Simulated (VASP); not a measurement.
# AlN in VASP: a series of runs, part 2 of 2

VASP 6.6.1. Earlier steps stand in the parts before.

## 4. Single point, PBE

File INCAR:

```
SYSTEM = AlN
PREC = Accurate
ENCUT = 600
EDIFF = 1E-6
ISMEAR = -1
SIGMA = 0.01
LREAL = .False.
LASPH = .True.
NELM = 120
ALGO = Normal
ISIF = 2
LWAVE = .False.
LCHARG = .False.
GGA = PE
NBANDS = 46
GGA_COMPAT = .False.
```

File KPOINTS:

```
regular mesh
0
Gamma
  1 1 2
  0 0 0
```

File POSCAR:

```
AlN
1.0
    6.2595139415      0.0000000589      0.0000000000
   -3.1297570217      5.4208980593      0.0000000000
    0.0000000000      0.0000000000      5.0174032450
Al N
8 8
Direct
    0.3335524028      0.1664661886      0.5000247791
    0.3335524028      0.6664661886      0.5000247791
    0.8335524028      0.1664661886      0.5000247791
    0.8335524028      0.6664661886      0.5000247791
    0.1664661886      0.3335524028      0.0000247791
    0.1664661886      0.8335524028      0.0000247791
    0.6664661886      0.3335524028      0.0000247791
    0.6664661886      0.8335524028      0.0000247791
    0.3319615442      0.1680198643      0.8799752209
    0.1680198643      0.3319615442      0.3799752209
    0.3319615442      0.6680198643      0.8799752209
    0.1680198643      0.8319615442      0.3799752209
    0.8319615442      0.1680198643      0.8799752209
    0.6680198643      0.3319615442      0.3799752209
    0.8319615442      0.6680198643      0.8799752209
    0.6680198643      0.8319615442      0.3799752209
```

Potentials or basis: VASP PAW PBE potentials, release 64 (Al, N).

Launch:

```bash
> cat potpaw_PBE.64/Al/POTCAR potpaw_PBE.64/N/POTCAR > POTCAR
> mpirun -np 1 vasp_std > vasp.out
```

OUTCAR:

```text
SYSTEM = AlN
   PREC = Accurate
   ENCUT = 600
   EDIFF = 1E-6
   ISMEAR = -1
   LREAL = .False.
   LASPH = .True.
   NELM = 120
   ISIF = 2
   GGA = PE

 ion  position               nearest neighbor table
   1  0.334  0.166  0.500-  10 1.89   9 1.91  14 1.91  12 1.91   7 3.09   7 3.09   6 3.09   6 3.09
                             5 3.09   5 3.09   3 3.13   3 3.13   2 3.13   2 3.13   4 3.13   4 3.13
   2  0.334  0.666  0.500-  12 1.89  11 1.91  16 1.91  10 1.91   8 3.09   8 3.09   5 3.09   5 3.09
                             6 3.09   6 3.09   4 3.13   4 3.13   1 3.13   1 3.13   3 3.13   3 3.13
   3  0.834  0.166  0.500-  14 1.89  13 1.91  10 1.91  16 1.91   5 3.09   5 3.09   8 3.09   8 3.09
                             7 3.09   7 3.09   1 3.13   1 3.13   4 3.13   4 3.13   2 3.13   2 3.13
   4  0.834  0.666  0.500-  16 1.89  15 1.91  12 1.91  14 1.91   6 3.09   6 3.09   7 3.09   7 3.09
                             8 3.09   8 3.09   2 3.13   2 3.13   3 3.13   3 3.13   1 3.13   1 3.13
   5  0.166  0.334  0.000-   9 1.89  10 1.91  11 1.91  13 1.91   3 3.09   3 3.09   2 3.09   2 3.09
                             1 3.09   1 3.09   7 3.13   7 3.13   6 3.13   6 3.13   8 3.13   8 3.13
   6  0.166  0.834  0.000-  11 1.89  12 1.91   9 1.91  15 1.91   4 3.09   4 3.09   1 3.09   1 3.09
                             2 3.09   2 3.09   8 3.13   8 3.13   5 3.13   5 3.13   7 3.13   7 3.13
   7  0.666  0.334  0.000-  13 1.89  14 1.91  15 1.91   9 1.91   1 3.09   1 3.09   4 3.09   4 3.09
                             3 3.09   3 3.09   5 3.13   5 3.13   8 3.13   8 3.13   6 3.13   6 3.13
   8  0.666  0.834  0.000-  15 1.89  16 1.91  13 1.91  11 1.91   2 3.09   2 3.09   3 3.09   3 3.09
                             4 3.09   4 3.09   6 3.13   6 3.13   7 3.13   7 3.13   5 3.13   5 3.13
   9  0.332  0.168  0.880-   5 1.89   1 1.91   6 1.91   7 1.91
[... 14 lines left out ...]
 A1 = (   6.2595139415,   0.0000000589,   0.0000000000)
 A2 = (  -3.1297570217,   5.4208980593,   0.0000000000)
 A3 = (   0.0000000000,   0.0000000000,   5.0174032450)

Analysis of symmetry for initial positions (statically):
=====================================================================
 Subroutine PRICEL returns following result:

  LATTYP: Found a hexagonal cell.
 ALAT       =     3.1297569707
 C/A-ratio  =     1.6031287068

  Lattice vectors:

 A1 = (   3.1297569707,   0.0000000294,   0.0000000000)
 A2 = (  -1.5648785109,   2.7104490296,   0.0000000000)
 A3 = (   0.0000000000,   0.0000000000,   5.0174032450)

   4 primitive cells build up your supercell.
[... 159 lines left out ...]
  ---------------------------------------------------
  free energy    TOTEN  =      -114.16738212 eV

  energy without entropy =     -114.16738212  energy(sigma->0) =     -114.16738212

 E-fermi :   6.4649     XC(G=0): -10.7734

 val. band max:        6.1597832083   @ k =   0.0000   0.0000   0.0000
 cond. band min:      10.1586232146   @ k =   0.0000   0.0000   0.0000
 fundamental gap:      3.9988400064
 Fermi energy:         6.4648910312

 k-point     1 :       0.0000    0.0000    0.0000
  band No.  band energies     occupation
      1      -8.9312      2.00000
      2      -6.9910      2.00000
      3      -6.9910      2.00000
      4      -6.9576      2.00000
      5      -6.8022      2.00000
      6      -6.3154      2.00000
[... 36 lines left out ...]
     43      14.1397      0.00000
     44      16.2611      0.00000

 k-point     2 :       0.0000    0.0000    0.5000
  band No.  band energies     occupation
      1      -8.0520      2.00000
      2      -8.0520      2.00000
      3      -6.6102      2.00000
      4      -6.6102      2.00000
      5      -6.6102      2.00000
      6      -6.6102      2.00000
[... 36 lines left out ...]
     43      15.1658      0.00000
     44      15.1658      0.00000
 [bands above 44 left out]

------------------------ aborting loop because EDIFF is reached ----------------------------------------

  FORCE on cell =-STRESS in cart. coord.  units (eV):
  Direction    XX          YY          ZZ          XY          YZ          ZX
  --------------------------------------------------------------------------------------
  -------------------------------------------------------------------------------------
  Total        5.1926067      4.3492689     -7.3519829     -0.7303519     -0.0032910     -0.0019000
  in kB       48.8658155     40.9294570    -69.1869540     -6.8730877     -0.0309700     -0.0178806
  external PRESSURE =       6.8694395 kB  Pullay stress =       0.0000000 kB

 VOLUME and BASIS-vectors are now :
 -----------------------------------------------------------------------------
  energy-cutoff  :      600.00
  volume of cell :      170.25
      direct lattice vectors                 reciprocal lattice vectors
     6.259513941  0.000000059  0.000000000     0.159756812  0.092235641  0.000000000
    -3.129757022  5.420898059  0.000000000    -0.000000002  0.184471278  0.000000000
     0.000000000  0.000000000  5.017403245     0.000000000  0.000000000  0.199306285

 POSITION                                       TOTAL-FORCE (eV/Angst)
 -----------------------------------------------------------------------------------
      1.56688      0.90240      2.50883         0.111538     -0.066220     -0.428665
      0.00200      3.61285      2.50883         0.111538     -0.066220     -0.428665
      4.69663      0.90240      2.50883         0.111538     -0.066220     -0.428665
      3.13176      3.61285      2.50883         0.111538     -0.066220     -0.428665
     -0.00194      1.80815      0.00012        -0.113117      0.063485     -0.428665
     -1.56682      4.51860      0.00012        -0.113117      0.063485     -0.428665
[... 8 lines left out ...]
      3.11694      3.62127      4.41519         0.186158     -0.105655      0.428665
      1.57764      4.50998      1.90649        -0.184579      0.108390      0.428665
 -----------------------------------------------------------------------------------
    total drift:                               -0.000012     -0.000021      0.002075

  FREE ENERGIE OF THE ION-ELECTRON SYSTEM (eV)
  ---------------------------------------------------
  free  energy   TOTEN  =      -114.1673821169 eV

  energy  without entropy=     -114.1673821169  energy(sigma->0) =     -114.16738212
```

OSZICAR:

```text
N       E                     dE             d eps       ncg     rms          rms(c)
DAV:   1     0.280958585229E+03    0.28096E+03   -0.32332E+04   184   0.141E+03
DAV:   2    -0.106887177976E+03   -0.38785E+03   -0.36572E+03   236   0.273E+02
DAV:   3    -0.134893589125E+03   -0.28006E+02   -0.27777E+02   232   0.805E+01
DAV:   4    -0.135256221890E+03   -0.36263E+00   -0.36204E+00   216   0.992E+00
DAV:   5    -0.135262358979E+03   -0.61371E-02   -0.61337E-02   218   0.121E+00    0.252E+01
DAV:   6    -0.114139960846E+03    0.21122E+02   -0.82749E+01   218   0.360E+01    0.859E+00
DAV:   7    -0.114184481898E+03   -0.44521E-01   -0.30916E+00   216   0.747E+00    0.606E+00
DAV:   8    -0.114192074596E+03   -0.75927E-02   -0.42026E-01   202   0.367E+00    0.125E+00
DAV:   9    -0.114165318061E+03    0.26757E-01   -0.10449E-01   224   0.125E+00    0.562E-01
DAV:  10    -0.114167664052E+03   -0.23460E-02   -0.15634E-02   216   0.516E-01    0.279E-01
DAV:  11    -0.114167375365E+03    0.28869E-03   -0.11614E-03   216   0.143E-01    0.785E-02
DAV:  12    -0.114167385747E+03   -0.10382E-04   -0.33769E-05   208   0.304E-02    0.186E-02
DAV:  13    -0.114167382278E+03    0.34686E-05   -0.53753E-05   216   0.298E-02    0.101E-02
DAV:  14    -0.114167382117E+03    0.16103E-06   -0.18822E-06   160   0.652E-03
   1 F= -.11416738E+03 E0= -.11416738E+03  d E =-.177016E-13
```

It took 56 s on 1 thread of Intel Xeon 8259CL, shared host; peak memory 0.28 GiB.

What came out:

```
Free energy            : -114.1674 eV
Pressure               : 0.7 GPa
Largest force          : 0.479 eV/Å
Band gap on the k mesh : 4.00 eV
```

Forces in eV/Å, atoms in the order of the input:
```
Al   0.112 -0.066 -0.429
Al   0.112 -0.066 -0.429
Al   0.112 -0.066 -0.429
Al   0.112 -0.066 -0.429
Al  -0.113  0.063 -0.429
Al  -0.113  0.063 -0.429
Al  -0.113  0.063 -0.429
Al  -0.113  0.063 -0.429
N    0.186 -0.106  0.429
N   -0.185  0.108  0.429
N    0.186 -0.106  0.429
N   -0.185  0.108  0.429
N    0.186 -0.106  0.429
N   -0.185  0.108  0.429
N    0.186 -0.106  0.429
N   -0.185  0.108  0.429
```

Caveat: the k points lie up to 1.16 Å⁻¹ apart.

## 5. Single point, PBE

This run uses another cell than the first one: it holds 32 atoms, not 16.

File INCAR:

```
SYSTEM = AlN
PREC     = Accurate       ! precision mode
ENCUT    = 600            ! plane-wave cutoff, eV
EDIFF    = 1E-6           ! SCF threshold, eV
ISMEAR   = -1             ! smearing method
SIGMA    = 0.01           ! smearing width, eV
LREAL    = Auto         
LASPH    = .TRUE.         ! aspherical terms in the spheres
NELM     = 120            ! most SCF steps
ALGO     = Normal         ! electronic algorithm
ISIF     = 2              ! what is computed and relaxed
LWAVE    = .FALSE.        ! write WAVECAR
LCHARG   = .FALSE.        ! write CHGCAR
GGA      = PE             ! functional
NBANDS   = 86             ! bands
GGA_COMPAT= .FALSE.
```

File KPOINTS:

```
Automatic mesh
0
Gamma
  1 1 1
  0.25 0.25 0.25
```

File POSCAR:

```
AlN
1.0
    6.2595139365      0.0000000578      0.0000000000
   -3.1297570183      5.4208980555      0.0000000000
    0.0000000000      0.0000000000     10.0348064907
Al N
16 16
Direct
    0.3333333334      0.1666666666      0.2496176866
    0.1666666666      0.3333333334      0.4996176866
    0.3333333334      0.1666666666      0.7496176866
    0.1666666666      0.3333333334      0.9996176866
    0.3333333334      0.6666666666      0.2496176866
    0.1666666666      0.8333333333      0.4996176866
    0.3333333334      0.6666666666      0.7496176866
    0.1666666666      0.8333333333      0.9996176866
    0.8333333333      0.1666666666      0.2496176866
    0.6666666666      0.3333333334      0.4996176866
    0.8333333333      0.1666666666      0.7496176866
    0.6666666666      0.3333333334      0.9996176866
    0.8333333333      0.6666666666      0.2496176866
    0.6666666666      0.8333333333      0.4996176866
    0.8333333333      0.6666666666      0.7496176866
    0.6666666666      0.8333333333      0.9996176866
    0.3333333334      0.1666666666      0.4403823134
    0.1666666666      0.3333333334      0.1903823134
    0.3333333334      0.1666666666      0.9403823134
    0.1666666666      0.3333333334      0.6903823134
    0.3333333334      0.6666666666      0.4403823134
    0.1666666666      0.8333333333      0.1903823134
    0.3333333334      0.6666666666      0.9403823134
    0.1666666666      0.8333333333      0.6903823134
    0.8333333333      0.1666666666      0.4403823134
    0.6666666666      0.3333333334      0.1903823134
    0.8333333333      0.1666666666      0.9403823134
    0.6666666666      0.3333333334      0.6903823134
    0.8333333333      0.6666666666      0.4403823134
    0.6666666666      0.8333333333      0.1903823134
    0.8333333333      0.6666666666      0.9403823134
    0.6666666666      0.8333333333      0.6903823134
```

Launch:

```bash
> cat potpaw_PBE.64/Al/POTCAR potpaw_PBE.64/N/POTCAR > POTCAR
> mpirun -np 1 vasp_std > vasp.out
```

Wall time 2.4 min (1 thread of Intel Xeon 8259CL, shared host); peak memory 0.44 GiB.

It converged, with:

- Free energy: -241.3540 eV
- Pressure: -0.8 GPa
- Largest force: 0.106 eV/Å
- Band gap on the k mesh: 5.76 eV

Forces in eV/Å, atoms in the order of the input:
```
Al   0.000  0.000  0.106
Al   0.000  0.000  0.106
Al   0.000  0.000  0.106
Al   0.000  0.000  0.106
Al   0.000  0.000  0.106
Al   0.000  0.000  0.106
Al   0.000  0.000  0.106
Al   0.000  0.000  0.106
Al   0.000  0.000  0.106
Al   0.000  0.000  0.106
Al   0.000  0.000  0.106
Al   0.000  0.000  0.106
Al   0.000  0.000  0.106
Al   0.000  0.000  0.106
Al   0.000  0.000  0.106
Al   0.000  0.000  0.106
N    0.000  0.000 -0.106
N    0.000  0.000 -0.106
N    0.000  0.000 -0.106
N    0.000  0.000 -0.106
N    0.000  0.000 -0.106
N    0.000  0.000 -0.106
N    0.000  0.000 -0.106
N    0.000  0.000 -0.106
N    0.000  0.000 -0.106
N    0.000  0.000 -0.106
N    0.000  0.000 -0.106
N    0.000  0.000 -0.106
N    0.000  0.000 -0.106
N    0.000  0.000 -0.106
N    0.000  0.000 -0.106
N    0.000  0.000 -0.106
```

Stress tensor (GPa, compression positive):
```
-2.00  0.00  0.00
 0.00 -2.00  0.00
 0.00  0.00  1.64
```

Levels at points of the mesh, in eV from the valence-band top:
```
           k point  band 62  band 63  band 64  band 65  band 66  band 67
(0.25, 0.25, 0.25)    -0.37    -0.27     0.00     5.76     6.32     6.48
```

Caveat: the k points lie up to 1.16 Å⁻¹ apart; a shifted mesh leaves out Γ, where band edges can lie. A k mesh can miss the band edges.

## 6. Overview

| level | potentials or basis | cell | k mesh | smearing | gap on the mesh (eV) | pressure (GPa) | largest force (eV/Å) |
| --- | --- | --- | --- | --- | --- | --- | --- |
| PBE | VASP PAW PBE potentials, release 64 (Al, N) | a = 6.260, b = 6.260, c = 5.017 Å, angles 90.0, 90.0, 120.0°, 16 atoms, atomic positions A | 1 × 1 × 2, shifted | gaussian 0.01 eV | 5.74 | -0.8 | 0.21 |
| LDA | VASP PAW LDA potentials, release 64 (Al, N) | a = 6.260, b = 6.260, c = 5.017 Å, angles 90.0, 90.0, 120.0°, 16 atoms, atomic positions A | 1 × 1 × 2, shifted | fermi-dirac 0.01 eV | 5.59 | -8.1 | 0.20 |
| PBE | VASP PAW PBE potentials, release 64 (Al, N) | a = 6.260, b = 6.260, c = 5.017 Å, angles 90.0, 90.0, 120.0°, 16 atoms, atomic positions A | 1 × 1 × 2 | fermi-dirac 0.01 eV | 4.00 | 0.7 | 0.48 |
| PBE | VASP PAW PBE potentials, release 64 (Al, N) | a = 6.260, b = 6.260, c = 10.035 Å, angles 90.0, 90.0, 120.0°, 32 atoms, atomic positions B | 1 × 1 × 1, shifted | fermi-dirac 0.01 eV | 5.76 | -0.8 | 0.11 |

Alike in all rows: task single point; no spin polarisation; cutoff (eV) 600.

Caveats: all runs use coarse meshes; a shifted mesh leaves out Γ, where band edges can lie (at least some runs).

Total energies depend on the potentials used, so only differences within one code and one set of settings carry meaning.
